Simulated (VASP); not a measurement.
BaHfO3, 5 atoms in the cell. It takes space group Pm-3m (No. 221, cubic). The conventional cell has a = 4.177 Å, b = 4.177 Å, c = 4.177 Å, α = 90.00°, β = 90.00°, γ = 90.00°. Within 3.9 Å of Ba (site symmetry m-3m) lie 12 O at 2.95 Å and 8 Hf at 3.62 Å. Within 2.8 Å of Hf (site symmetry m-3m) lie 6 O at 2.09 Å. O (site symmetry 4/mmm) has 2 Hf at 2.09 Å within 2.8 Å. 

| Quantity | Value |
| --- | --- |
| Program | VASP 6.6.1 |
| Task | single point |
| Functional | PBE |
| Potentials or basis | VASP PAW PBE potentials, release 64 (Ba_sv, Hf_pv, O) |
| Cutoff | 520 eV |
| k mesh | 6 × 6 × 6 |
| Occupations | gaussian, width 0.01 eV |
| Spin | non-collinear spin, zero start, spin-orbit coupling |
| Starting moments | [[0.0, 0.0, 0.0], [0.0, 0.0, 0.0], [0.0, 0.0, 0.0], [0.0, 0.0, 0.0], [0.0, 0.0, 0.0]] μB |
| Dipole correction | no |
| Further INCAR settings | ALGO = Normal; EDIFF = 1e-06; NBANDS = 53 |

Potentials or basis: VASP PAW PBE potentials, release 64 (Ba_sv, Hf_pv, O).

Command:

```bash
$ cat potpaw_PBE.64/Ba_sv/POTCAR potpaw_PBE.64/Hf_pv/POTCAR potpaw_PBE.64/O/POTCAR > POTCAR
$ mpirun -np 1 vasp_ncl > vasp.out
```

Hardware: 1 thread of Intel(R) Xeon(R) Platinum 8488C (Sapphire Rapids) (shared host).

Problem. How long does it take, and how much memory?

Solution. Wall time 3 min on 1 thread of Intel(R) Xeon(R) Platinum 8488C (Sapphire Rapids), with other jobs on the host, peak memory 0.36 GiB. Counts: scf iterations 15, k points 20.
